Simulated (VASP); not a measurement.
# Re (P6_3/mmc) in VASP: a series of runs

Re is run at these levels: PBE, LDA, r2SCAN; tasks: single point, relaxation of cell and atoms.

All numbers are computed with VASP 6.6.1; they aren't measurements. Logs are shortened: lines on timing, memory, paths and dates and some standing lists are left out, and cuts for length are marked.

## (1) The cell of the first run

Symmetry: P6_3/mmc, No. 194, hexagonal system. Conventional cell: a = 2.777 Å, b = 2.777 Å, c = 8.951 Å, α = 90.00°, β = 90.00°, γ = 120.00°. Re (site symmetry -3m) has 12 Re at 2.75 to 2.78 Å within 3.6 Å. Within 3.6 Å of Re (site symmetry -6m2) lie 12 Re at 2.75 to 2.78 Å.

## (2) Single point, PBE

INCAR reads:

```
SYSTEM = Re
PREC = Accurate ; ENCUT = 600
EDIFF = 1E-6 ; ISMEAR = 0
SIGMA = 0.1 ; LREAL = .False.
LASPH = .True. ; NELM = 120
ALGO = Normal ; ISIF = 2
LWAVE = .False. ; LCHARG = .False.
GGA = PE ; NBANDS = 22
GGA_COMPAT = .False.
```

KPOINTS reads:

```
Automatic mesh
0
Gamma
  18 18 6
  0 0 0
```

POSCAR reads:

```
Re
1.0
    2.7767253403      0.0000000000      0.0000000000
   -1.3883626701      2.4047146840      0.0000000000
    0.0000000000      0.0000000000      8.9505499596
Re
4
Direct
    0.0000000000      0.0000000000      0.0000000000
    0.3333333333      0.6666666667      0.2500000000
    0.0000000000      0.0000000000      0.5000000000
    0.6666666667      0.3333333333      0.7500000000
```

Potentials or basis: VASP PAW PBE potentials, release 64 (Re).

Run with:

```bash
$ cat potpaw_PBE.64/Re/POTCAR > POTCAR
$ mpirun -np 1 vasp_std > vasp.out
```

OUTCAR:

```text
SYSTEM = Re
   PREC = Accurate
   ENCUT = 600
   EDIFF = 1E-6
   ISMEAR = 0
   LREAL = .False.
   LASPH = .True.
   NELM = 120
   ISIF = 2
   GGA = PE

 ion  position               nearest neighbor table
   1  0.000  0.000  0.000-   2 2.75   4 2.75   2 2.75   4 2.75   4 2.75   2 2.75
   2  0.333  0.667  0.250-   1 2.75   3 2.75   1 2.75   3 2.75   1 2.75   3 2.75
   3  0.000  0.000  0.500-   2 2.75   4 2.75   2 2.75   4 2.75   4 2.75   2 2.75
   4  0.667  0.333  0.750-   1 2.75   3 2.75   1 2.75   3 2.75   1 2.75   3 2.75

  LATTYP: Found a hexagonal cell.
 ALAT       =     2.7767253403
 C/A-ratio  =     3.2234192665

  Lattice vectors:

 A1 = (   2.7767253403,   0.0000000000,   0.0000000000)
 A2 = (  -1.3883626701,   2.4047146840,   0.0000000000)
 A3 = (   0.0000000000,   0.0000000000,   8.9505499596)

Analysis of symmetry for initial positions (statically):
=====================================================================
 Subroutine PRICEL returns:
 Original cell was already a primitive cell.

 Routine SETGRP: Setting up the symmetry group for a
 hexagonal supercell.

 Subroutine GETGRP returns: Found 24 space group operations
 (whereof 12 operations were pure point group operations)
 out of a pool of 24 trial point group operations.

The static configuration has the point symmetry D_3d.
 The point group associated with its full space group is D_6h.

Analysis of symmetry for dynamics (positions and initial velocities):
=====================================================================
 Subroutine PRICEL returns:
 Original cell was already a primitive cell.

 Routine SETGRP: Setting up the symmetry group for a
 hexagonal supercell.

 Subroutine GETGRP returns: Found 24 space group operations
 (whereof 12 operations were pure point group operations)
 out of a pool of 24 trial point group operations.

The dynamic configuration has the point symmetry D_3d.
 The point group associated with its full space group is D_6h.

 Subroutine INISYM returns: Found 24 space group operations
 (whereof 12 operations are pure point group operations),
 and found     1 'primitive' translations

----------------------------------------------------------------------------------------

                                     Primitive cell

  volume of cell :      59.7649

  direct lattice vectors                    reciprocal lattice vectors
     2.776725340  0.000000000  0.000000000     0.360136448  0.207924875  0.000000000
    -1.388362670  2.404714684  0.000000000     0.000000000  0.415849750  0.000000000
[... 90 lines left out ...]
   LREAL  =      F    real-space projection
   EDIFFG = 0.1E-04   stopping-criterion for IOM
   NSW    =      0    number of steps for IOM
   IBRION =     -1    ionic relax: 0-MD 1-quasi-New 2-CG
   NFREE  =      0    steps in history (QN), initial steepest desc. (CG)
   ISIF   =      2    stress and relaxation
   ISYM   =      2    0-nonsym 1-usesym 2-fastsym
   POTIM  = 0.5000    time-step for ionic-motion
   TEBEG  =    0.0;   TEEND  =   0.0 temperature during run
   PSTRESS=    0.0 pullay stress
   NELECT =      28.0000    total number of electrons
   NUPDOWN=      -1.0000    fix difference up-down
   EMIN   =  10.00;   EMAX   =-10.00  energy-range for DOS
   EFERMI =   0.00;   METHOD = LEGACY
   ISMEAR =     0;   SIGMA  =   0.10  broadening in eV -4-tet -1-fermi 0-gaus
   EFERMI_NEDOS =   21; number of points for ismear=-14 and -15
   IALGO  =     38    algorithm
   IMIX   =      4    mixing-type and parameters
     AMIX     =   0.40;   BMIX     =  1.00
     AMIX_MAG =   1.60;   BMIX_MAG =  1.00
  volume/ion in A,a.u.               =      14.94       100.83
  Fermi-wavevector in a.u.,A,eV,Ry     =   1.271488  2.402763 21.996274  1.616681
  Thomas-Fermi vector in A             =   2.404418
   LORBIT       =      0    0 simple, 1 ext, 2 COOP (PROOUT), +10 PAW based schemes
   GGA     = PE    functional components
   LHFCALC =     F    Hartree Fock is set to
   AEXX    =    0.0000 exact exchange contribution
   IVDW    =     0    specifies the selected vdW correction
   LEPSILON=     F    determine dielectric tensor
   LRPA    =     F    only Hartree local field effects (RPA)
 non-spin polarized calculation
 Gauss-broadening in eV      SIGMA  =   0.10
  energy-cutoff  :      600.00
  volume of cell :       59.76
 maximum number of plane-waves:      2040
 NGX is ok and might be reduce to    24
   NGX = 11   NGY = 11   NGZ = 35

 number of electron      28.0000000 magnetization

 Free energy of the ion-electron system (eV)
  ---------------------------------------------------
  ext. energy  EPLUGINS =         0.00000000
  ---------------------------------------------------
  free energy    TOTEN  =       -49.71749482 eV

  energy without entropy =      -49.70490146  energy(sigma->0) =      -49.71119814

 E-fermi :   7.8006     XC(G=0): -13.6453

 val. band max:        7.7892374008   @ k =   0.3333   0.1111   0.1667
 cond. band min:       7.8009017124   @ k =   0.4444   0.0556   0.0000
 fundamental gap:      0.0116643116
 Fermi energy:         7.8006224484

 k-point     1 :       0.0000    0.0000    0.0000
  band No.  band energies     occupation
      1      -2.0634      2.00000
      2       0.2317      2.00000
      3       0.3022      2.00000
      4       1.2046      2.00000
      5       5.3012      2.00000
      6       5.3983      2.00000
[... 589 lines left out ...]
     21      12.5586      0.00000
     22      13.4488      0.00000

 [... further k-points ...]

------------------------ aborting loop because EDIFF is reached ----------------------------------------

  FORCE on cell =-STRESS in cart. coord.  units (eV):
  Direction    XX          YY          ZZ          XY          YZ          ZX
  --------------------------------------------------------------------------------------
  -------------------------------------------------------------------------------------
  Total       -0.1275251     -0.1275251     -0.1617156     -0.0000000      0.0000000     -0.0000000
  in kB       -3.4186926     -3.4186926     -4.3352705     -0.0000000      0.0000000     -0.0000000
  external PRESSURE =      -3.7242186 kB  Pullay stress =       0.0000000 kB

 VOLUME and BASIS-vectors are now :
 -----------------------------------------------------------------------------
  energy-cutoff  :      600.00
  volume of cell :       59.76
      direct lattice vectors                 reciprocal lattice vectors
     2.776725340  0.000000000  0.000000000     0.360136448  0.207924875  0.000000000
    -1.388362670  2.404714684  0.000000000     0.000000000  0.415849750  0.000000000
     0.000000000  0.000000000  8.950549960     0.000000000  0.000000000  0.111724978

 POSITION                                       TOTAL-FORCE (eV/Angst)
 -----------------------------------------------------------------------------------
      0.00000      0.00000      0.00000         0.000000      0.000000     -0.000000
     -0.00000      1.60314      2.23764        -0.000000      0.000000     -0.000000
      0.00000      0.00000      4.47527        -0.000000      0.000000     -0.000000
      1.38836      0.80157      6.71291         0.000000     -0.000000      0.000000
 -----------------------------------------------------------------------------------
    total drift:                               -0.000000      0.000000      0.000000

  FREE ENERGIE OF THE ION-ELECTRON SYSTEM (eV)
  ---------------------------------------------------
  free  energy   TOTEN  =       -49.7174948169 eV

  energy  without entropy=      -49.7049014559  energy(sigma->0) =      -49.71119814
```

stdout:

```text
POSCAR found type information on POSCAR Re
 POSCAR found :  1 types and       4 ions
 scaLAPACK will be used
 LDA part: xc-table for (Slater+PW92), standard interpolation
 POSCAR, INCAR and KPOINTS ok, starting setup
 FFT: planning ... GRIDC
 FFT: planning ... GRID_SOFT
 FFT: planning ... GRID
 WAVECAR not read
 entering main loop
```

Wall time 9 min (1 thread of Oxide Virtual Turin-like, shared host); peak memory 0.29 GiB.

Results:

* Free energy: -49.7175 eV
* Pressure: -0.4 GPa
* Band gap on the k mesh: zero (bands 14 and 15 overlap by 2.49 eV)

Stress tensor (GPa, compression positive):
```
-0.34  0.00  0.00
 0.00 -0.34  0.00
 0.00  0.00 -0.43
```

Caveat: spin-orbit coupling is left out, which moves the levels of the heavy elements.

(Part 1 of 3 ends here.)

The gap in the log of VASP goes by the Fermi energy; the results here count the filled bands.